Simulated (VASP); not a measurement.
# W (R-3m) in VASP: notebook

W is run at these levels: LDA; tasks: single point.

Program: VASP 6.6.1. These are calculated values, not measurements. Logs are shortened: lines on timing, memory, paths and dates and some standing lists are left out, and cuts for length are marked.

## Step 1: The cell of the first run

Symmetry: R-3m, No. 166, trigonal system. The conventional cell has a = 4.354 Å, b = 4.354 Å, c = 2.571 Å, α = 90.00°, β = 90.00°, γ = 120.00°. Within 3.4 Å of W (site symmetry -3m) lie 14 W at 2.57 to 3.04 Å.

## Step 2: Single point, LDA

INCAR

```
  PREC = Accurate
  ENCUT = 520
  EDIFF = 1E-6
  ISMEAR = 0
  SIGMA = 0.15
  LREAL = False
  LASPH = True
  NELM = 100
  ALGO = Fast
  ISIF = 2
  LWAVE = False
  LCHARG = False
  GGA = CA
  NBANDS = 13
```

KPOINTS

```
regular mesh
0
Gamma
  20 20 20
```

POSCAR

```
W
1.0
   -1.5575719095      1.5210356913      1.5210356913
    1.5210356913     -1.5575719095      1.5210356913
    1.5210356913      1.5210356913     -1.5575719095
W
1
Direct
    0.0000000000      0.0000000000      0.0000000000
```

Potentials or basis: VASP PAW LDA potentials, release 64 (W_sv).

The run is started by

```console
$ cat potpaw_LDA.64/W_sv/POTCAR > POTCAR
$ mpirun -np 1 vasp_std > vasp.out
```

OUTCAR:

```text
PREC = Accurate
   ENCUT = 520
   EDIFF = 1E-6
   ISMEAR = 0
   LREAL = False
   LASPH = True
   NELM = 100
   ISIF = 2
   GGA = CA

 ion  position               nearest neighbor table
   1  0.000  0.000  0.000-

  LATTYP: Found a trigonal (rhomboedric) cell.
 ALAT       =     2.6557728445
 COS(alpha) =    -0.3437758220

  Lattice vectors:

 A1 = (  -1.5575719095,   1.5210356913,   1.5210356913)
 A2 = (   1.5210356913,  -1.5575719095,   1.5210356913)
 A3 = (   1.5210356913,   1.5210356913,  -1.5575719095)

Analysis of symmetry for initial positions (statically):
=====================================================================
 Subroutine PRICEL returns:
 Original cell was already a primitive cell.

 Routine SETGRP: Setting up the symmetry group for a
 trigonal (rhombohedral) supercell.

 Subroutine GETGRP returns: Found 12 space group operations
 (whereof 12 operations were pure point group operations)
 out of a pool of 12 trial point group operations.

The static configuration has the point symmetry D_3d.

Analysis of symmetry for dynamics (positions and initial velocities):
=====================================================================
 Subroutine PRICEL returns:
 Original cell was already a primitive cell.

 Routine SETGRP: Setting up the symmetry group for a
 trigonal (rhombohedral) supercell.

 Subroutine GETGRP returns: Found 12 space group operations
 (whereof 12 operations were pure point group operations)
 out of a pool of 12 trial point group operations.

The dynamic configuration has the point symmetry D_3d.

 Subroutine INISYM returns: Found 12 space group operations
 (whereof 12 operations are pure point group operations),
 and found     1 'primitive' translations

----------------------------------------------------------------------------------------

                                     Primitive cell

  volume of cell :      14.0698

  direct lattice vectors                    reciprocal lattice vectors
    -1.557571910  1.521035691  1.521035691     0.007994461  0.332816631  0.332816631
     1.521035691 -1.557571910  1.521035691     0.332816631  0.007994461  0.332816631
     1.521035691  1.521035691 -1.557571910     0.332816631  0.332816631  0.007994461

  length of vectors
     2.655772845  2.655772845  2.655772845     0.470741682  0.470741682  0.470741682

  position of ions in fractional coordinates (direct lattice)
     0.000000000  0.000000000  0.000000000

  ion indices of the primitive-cell ions
   primitive index   ion index
                 1           1

----------------------------------------------------------------------------------------

 KPOINTS: regular mesh

Automatic generation of k-mesh.
 Grid dimensions read from file:
 generate k-points for:   20   20   20

 Generating k-lattice:

  Cartesian coordinates                     Fractional coordinates (reciprocal lattice)
     0.000399723  0.016640832  0.016640832     0.050000000  0.000000000  0.000000000
     0.016640832  0.000399723  0.016640832     0.000000000  0.050000000  0.000000000
     0.016640832  0.016640832  0.000399723     0.000000000  0.000000000  0.050000000

  Length of vectors
     0.023537084  0.023537084  0.023537084

  Shift w.r.t. Gamma in fractional coordinates (k-lattice)
     0.000000000  0.000000000  0.000000000

 Subroutine IBZKPT returns following result:
 ===========================================

 Found    781 irreducible k-points:

 Following reciprocal coordinates:
            Coordinates               Weight
  0.000000  0.000000  0.000000      1.000000
  0.050000  0.000000  0.000000      6.000000
  0.100000 -0.000000 -0.000000      6.000000
  0.150000  0.000000  0.000000      6.000000
  0.200000 -0.000000 -0.000000      6.000000
  0.250000  0.000000  0.000000      6.000000
[... 16 lines left out ...]
 -0.400000  0.050000  0.000000     12.000000
 -0.350000  0.050000  0.000000     12.000000
 [... further k-points ...]
   k-points           NKPTS =    781   k-points in BZ     NKDIM =    781   number of bands    NBANDS=     13
   number of dos      NEDOS =    301   number of ions     NIONS =      1
   total plane-waves  NPLWV =   8000
   dimension x,y,z NGX =    20 NGY =   20 NGZ =   20
   dimension x,y,z NGXF=    40 NGYF=   40 NGZF=   40
   ions per type =               1
   NGX,Y,Z   is equivalent  to a cutoff of  12.52, 12.52, 12.52 a.u.
   NGXF,Y,Z  is equivalent  to a cutoff of  25.04, 25.04, 25.04 a.u.
 SYSTEM =  unknown system
   PREC   = accura    normal or accurate (medium, high low for compatibility)
   ISTART =      0    job   : 0-new  1-cont  2-samecut
   ICHARG =      2    charge: 1-file 2-atom 10-const
   ISPIN  =      1    spin polarized calculation?
   LNONCOLLINEAR =      F non collinear calculations
   LSORBIT =      F    spin-orbit coupling
   LASPH  =      T    aspherical Exc in radial PAW
   ENCUT  =  520.0 eV  38.22 Ry    6.18 a.u.   4.94  4.94  4.94*2*pi/ulx,y,z
   NELM   =    100;   NELMIN=  2; NELMDL= -5     # of ELM steps
   EDIFF  = 0.1E-05   stopping-criterion for ELM
   LREAL  =      F    real-space projection
   EDIFFG = 0.1E-04   stopping-criterion for IOM
   NSW    =      0    number of steps for IOM
   IBRION =     -1    ionic relax: 0-MD 1-quasi-New 2-CG
   NFREE  =      0    steps in history (QN), initial steepest desc. (CG)
   ISIF   =      2    stress and relaxation
   ISYM   =      2    0-nonsym 1-usesym 2-fastsym
   POTIM  = 0.5000    time-step for ionic-motion
   TEBEG  =    0.0;   TEEND  =   0.0 temperature during run
   PSTRESS=    0.0 pullay stress
   NELECT =      14.0000    total number of electrons
   NUPDOWN=      -1.0000    fix difference up-down
   EMIN   =  10.00;   EMAX   =-10.00  energy-range for DOS
   EFERMI =   0.00;   METHOD = LEGACY
   ISMEAR =     0;   SIGMA  =   0.15  broadening in eV -4-tet -1-fermi 0-gaus
   EFERMI_NEDOS =   21; number of points for ismear=-14 and -15
   IALGO  =     68    algorithm
   IMIX   =      4    mixing-type and parameters
     AMIX     =   0.40;   BMIX     =  1.00
     AMIX_MAG =   1.60;   BMIX_MAG =  1.00
  volume/ion in A,a.u.               =      14.07        94.95
  Fermi-wavevector in a.u.,A,eV,Ry     =   1.634386  3.088541 36.344117  2.671217
  Thomas-Fermi vector in A             =   2.726034
   LORBIT       =      0    0 simple, 1 ext, 2 COOP (PROOUT), +10 PAW based schemes
   GGA     = CA    functional components
   LHFCALC =     F    Hartree Fock is set to
   AEXX    =    0.0000 exact exchange contribution
   IVDW    =     0    specifies the selected vdW correction
   LEPSILON=     F    determine dielectric tensor
   LRPA    =     F    only Hartree local field effects (RPA)
 non-spin polarized calculation
 RMM-DIIS sequential band-by-band and
 Gauss-broadening in eV      SIGMA  =   0.15
  energy-cutoff  :      520.00
  volume of cell :       14.07
 maximum number of plane-waves:       392
   NGX =  9   NGY =  9   NGZ =  9

 number of electron      14.0000000 magnetization

 Free energy of the ion-electron system (eV)
  ---------------------------------------------------
  ext. energy  EPLUGINS =         0.00000000
  ---------------------------------------------------
  free energy    TOTEN  =       -13.92918299 eV

  energy without entropy =      -13.92428616  energy(sigma->0) =      -13.92673457

 E-fermi :  13.2567     XC(G=0): -14.5097

 val. band max:       13.2541899617   @ k =  -0.4500   0.4500   0.2000
 cond. band min:      13.2620178421   @ k =  -0.2000   0.1500   0.1500
 fundamental gap:      0.0078278804
 Fermi energy:        13.2566546418

 k-point     1 :       0.0000    0.0000    0.0000
  band No.  band energies     occupation
      1     -60.4885      2.00000
      2     -24.1161      2.00000
      3     -24.1161      2.00000
      4     -23.9589      2.00000
      5       2.9786      2.00000
      6      11.1741      2.00000
      7      11.8625      2.00000
      8      11.8625      2.00000
      9      15.6727      0.00000
     10      15.6727      0.00000
     11      27.4942      0.00000
     12      28.2173      0.00000
     13      28.2173      0.00000

 k-point     2 :       0.0500    0.0000    0.0000
  band No.  band energies     occupation
      1     -60.4823      2.00000
      2     -24.1431      2.00000
      3     -24.1161      2.00000
      4     -24.0049      2.00000
      5       3.1250      2.00000
      6      11.2713      2.00000
      7      11.7697      2.00000
      8      11.9121      2.00000
      9      15.4814      0.00000
     10      15.6570      0.00000
     11      27.6582      0.00000
     12      28.4473      0.00000
     13      28.6235      0.00000

 k-point     3 :       0.1000   -0.0000   -0.0000
  band No.  band energies     occupation
      1     -60.4644      2.00000
      2     -24.2498      2.00000
      3     -24.1159      2.00000
      4     -24.1077      2.00000
      5       3.5471      2.00000
      6      11.4512      2.00000
      7      11.5098      2.00000
      8      12.1421      2.00000
      9      15.0425      0.00000
     10      15.6221      0.00000
     11      28.0940      0.00000
     12      29.1272      0.00000
     13      29.6978      0.00000
[... 305 lines left out ...]
 k-point    23 :      -0.4000    0.0500    0.0000
  band No.  band energies     occupation
      1     -60.2712      2.00000
      2     -25.7386      2.00000
      3     -24.6567      2.00000
      4     -24.1364      2.00000
      5       6.3524      2.00000
      6       9.3548      2.00000
      7      12.5246      2.00000
      8      15.4187      0.00000
      9      16.2702      0.00000
     10      18.4196      0.00000
     11      26.2331      0.00000
     12      28.2991      0.00000
     13      34.5021      0.00000

 k-point    24 :      -0.3500    0.0500    0.0000
  band No.  band energies     occupation
      1     -60.3041      2.00000
      2     -25.4993      2.00000
      3     -24.5727      2.00000
      4     -24.1369      2.00000
      5       6.3346      2.00000
      6       9.6506      2.00000
      7      11.6555      2.00000
      8      15.0544      0.00000
      9      16.0950      0.00000
     10      16.9954      0.00000
     11      27.2216      0.00000
     12      29.7096      0.00000
     13      36.1955      0.00000

 [... further k-points ...]

------------------------ aborting loop because EDIFF is reached ----------------------------------------

  FORCE on cell =-STRESS in cart. coord.  units (eV):
  Direction    XX          YY          ZZ          XY          YZ          ZX
  --------------------------------------------------------------------------------------
  -------------------------------------------------------------------------------------
  Total        3.5326165      3.5326165      3.5326165      0.4787985      0.4787985      0.4787985
  in kB      402.2706605    402.2706605    402.2706605     54.5223585     54.5223585     54.5223585
  external PRESSURE =     402.2706605 kB  Pullay stress =       0.0000000 kB

 VOLUME and BASIS-vectors are now :
 -----------------------------------------------------------------------------
  energy-cutoff  :      520.00
  volume of cell :       14.07
      direct lattice vectors                 reciprocal lattice vectors
    -1.557571910  1.521035691  1.521035691     0.007994461  0.332816631  0.332816631
     1.521035691 -1.557571910  1.521035691     0.332816631  0.007994461  0.332816631
     1.521035691  1.521035691 -1.557571910     0.332816631  0.332816631  0.007994461

 POSITION                                       TOTAL-FORCE (eV/Angst)
 -----------------------------------------------------------------------------------
      0.00000      0.00000      0.00000         0.000000      0.000000      0.000000
 -----------------------------------------------------------------------------------
    total drift:                                0.000000      0.000000      0.000000

  FREE ENERGIE OF THE ION-ELECTRON SYSTEM (eV)
  ---------------------------------------------------
  free  energy   TOTEN  =       -13.9291829915 eV

  energy  without entropy=      -13.9242861560  energy(sigma->0) =      -13.92673457
```

Run time: 100 s. Hardware: 1 thread of Intel Xeon Platinum 8559C (Emerald Rapids), shared host; peak memory 0.23 GiB.

What came out:

```yaml
Free_energy: -13.9292 eV
Pressure: 40.2 GPa
Band_gap_on_the_k_mesh: zero (bands 7 and 8 overlap by 7.12 eV)
```

Stress tensor (GPa, compression positive):
```
40.23  5.45  5.45
 5.45 40.23  5.45
 5.45  5.45 40.23
```

Caveat: the cell stands under pressure; spin-orbit coupling is left out, which moves the levels of the heavy elements.

## Step 3: Single point, LDA

This run uses another cell than the first one, of 14.51 Å³/atom.

INCAR

```
SYSTEM = W
ALGO = Fast ; EDIFF = 1E-7
ENCUT = 520 ; ISIF = 2
ISMEAR = 0 ; LASPH = .True.
LCHARG = .False. ; LREAL = .False.
LWAVE = .False. ; NBANDS = 13
NELM = 80 ; PREC = Accurate
SIGMA = 0.15
```

KPOINTS

```
k-points
0
Gamma
  20 20 20
  0 0 0
```

POSCAR

```
W
1.0
   -1.5001802535      1.5367164717      1.5367164717
    1.5367164717     -1.5001802535      1.5367164717
    1.5367164717      1.5367164717     -1.5001802535
W
1
Direct
    0.0000000000      0.0000000000      0.0000000000
```

Potentials or basis: VASP PAW LDA potentials, release 64 (W_sv).

The run is started by

```console
$ cat potpaw_LDA.64/W_sv/POTCAR > POTCAR
$ mpirun -np 1 vasp_std > vasp.out
```

Wall time 1.8 min (1 thread of Intel Xeon Platinum 8559C (Emerald Rapids), shared host); peak memory 0.24 GiB.

It converged, with:

```
Free energy            : -14.0212 eV
Pressure               : 25.8 GPa
Band gap on the k mesh : zero (bands 7 and 8 overlap by 6.32 eV)
```

Stress tensor (GPa, compression positive):
```
25.76 -4.31 -4.31
-4.31 25.76 -4.31
-4.31 -4.31 25.76
```

Levels at points of the mesh, in eV from the Fermi level:
| k point | band 5 | band 6 | band 7 | band 8 | band 9 | band 10 |
| --- | --- | --- | --- | --- | --- | --- |
| (0.00, 0.00, 0.00) | -10.10 | -1.77 | -1.77 | -1.05 | 2.36 | 2.36 |
| (0.50, 0.00, 0.00) | -6.94 | -4.19 | 0.92 | 2.46 | 3.56 | 6.64 |
| (0.50, 0.50, 0.00) | -6.94 | -4.08 | 1.34 | 2.14 | 3.14 | 7.07 |
| (0.50, 0.50, 0.50) | -6.69 | -6.69 | 5.09 | 6.04 | 6.04 | 8.67 |

Caveat: the cell stands under pressure; spin-orbit coupling is left out, which moves the levels of the heavy elements.

## Step 4: Single point, LDA

This run uses another cell than the first one, of 14.51 Å³/atom.

INCAR

```
SYSTEM = W
PREC     = Accurate       ! precision mode
ENCUT    = 520            ! plane-wave cutoff, eV
EDIFF    = 1E-6           ! SCF threshold, eV
ISMEAR   = 0              ! smearing method
SIGMA    = 0.15           ! smearing width, eV
LREAL    = .False.        ! projectors in reciprocal space
LASPH    = .True.         ! aspherical terms in the spheres
NELM     = 60             ! most SCF steps
ALGO     = Fast           ! electronic algorithm
ISIF     = 2              ! what is computed and relaxed
LWAVE    = .False.        ! write WAVECAR
LCHARG   = .False.        ! write CHGCAR
GGA      = CA             ! functional
NBANDS   = 13             ! bands
```

KPOINTS

```
regular mesh
0
Gamma
  20 20 20
  0 0 0
```

POSCAR

```
W
1.0
   -1.5732526898      1.5367164717      1.5367164717
    1.5367164717     -1.5732526898      1.5367164717
    1.5367164717      1.5367164717     -1.5732526898
W
1
Direct
    0.0000000000      0.0000000000      0.0000000000
```

The run is started by

```console
$ cat potpaw_LDA.64/W_sv/POTCAR > POTCAR
$ mpirun -np 1 vasp_std > vasp.out
```

Run time: 97 s. Hardware: 1 thread of Intel Xeon Platinum 8559C (Emerald Rapids), shared host; peak memory 0.23 GiB.

The run converged. Its results:

- Free energy: -14.0200 eV
- Pressure: 25.9 GPa
- Band gap on the k mesh: zero (bands 7 and 8 overlap by 6.83 eV)

Stress tensor (GPa, compression positive):
```
25.87  4.83  4.83
 4.83 25.87  4.83
 4.83  4.83 25.87
```

Levels at points of the mesh, in eV from the Fermi level:
| k point | band 4 | band 5 | band 6 | band 7 | band 8 | band 9 | band 10 | band 11 |
| --- | --- | --- | --- | --- | --- | --- | --- | --- |
| (0.00, 0.00, 0.00) | -37.30 | -10.10 | -1.98 | -1.32 | -1.32 | 2.36 | 2.36 | 14.21 |
| (0.50, 0.00, 0.00) | -37.44 | -6.94 | -4.07 | 1.33 | 2.10 | 3.10 | 7.01 | 11.51 |
| (0.50, 0.50, 0.00) | -37.36 | -6.96 | -4.22 | 0.90 | 2.49 | 3.58 | 6.69 | 11.87 |
| (0.50, 0.50, 0.50) | -38.54 | -6.69 | -6.69 | 5.42 | 5.42 | 6.31 | 8.84 | 8.84 |

Caveat: the cell stands under pressure; spin-orbit coupling is left out, which moves the levels of the heavy elements.

## Step 5: Single point, LDA

This run uses another cell than the first one, of 14.49 Å³/atom.

INCAR

```
SYSTEM = W
  PREC = Accurate
  ENCUT = 520
  EDIFF = 1E-6
  ISMEAR = 0
  SIGMA = 0.15
  LREAL = .FALSE.
  LASPH = .TRUE.
  NELM = 100
  ALGO = Fast
  ISIF = 2
  LWAVE = .FALSE.
  LCHARG = .FALSE.
  GGA = CA
  NBANDS = 13
```

KPOINTS

```
Automatic mesh
0
G
  20 20 20
  0 0 0
```

POSCAR

```
W
1.0
   -1.4634872275      1.5367164717      1.5367164717
    1.5367164717     -1.4634872275      1.5367164717
    1.5367164717      1.5367164717     -1.4634872275
W
1
Direct
    0.0000000000      0.0000000000      0.0000000000
```

The run is started by

```console
$ cat potpaw_LDA.64/W_sv/POTCAR > POTCAR
$ mpirun -np 1 vasp_std > vasp.out
```

Run time: 97 s. Hardware: 1 thread of Intel Xeon Platinum 8559C (Emerald Rapids), shared host; peak memory 0.23 GiB.

Results (log left out):

| Quantity | Value |
| --- | --- |
| Free energy | -13.9796 eV |
| Pressure | 27.4 GPa |
| Band gap on the k mesh | zero (bands 7 and 8 overlap by 5.62 eV) |

Stress tensor (GPa, compression positive):
```
27.37 -7.69 -7.69
-7.69 27.37 -7.69
-7.69 -7.69 27.37
```

Levels at points of the mesh, in eV from the Fermi level:
```csv
k point,band 3,band 4,band 5,band 6,band 7,band 8,band 9,band 10,band 11,band 12
"(0.00, 0.00, 0.00)",-37.30,-37.30,-10.09,-2.06,-2.06,-0.59,2.48,2.48,14.28,14.28
"(0.50, 0.00, 0.00)",-37.82,-37.32,-6.94,-4.26,0.74,2.66,3.73,6.33,12.13,12.14
"(0.50, 0.50, 0.00)",-38.08,-37.40,-6.94,-4.07,1.57,2.07,2.94,7.28,11.25,13.24
"(0.50, 0.50, 0.50)",-38.71,-38.39,-6.69,-6.69,4.43,6.36,6.36,8.36,9.48,9.48
```

Caveat: the cell stands under pressure; spin-orbit coupling is left out, which moves the levels of the heavy elements.

(Continued in part 2 of 2.)

The gap in the log of VASP goes by the Fermi energy; the results here count the filled bands.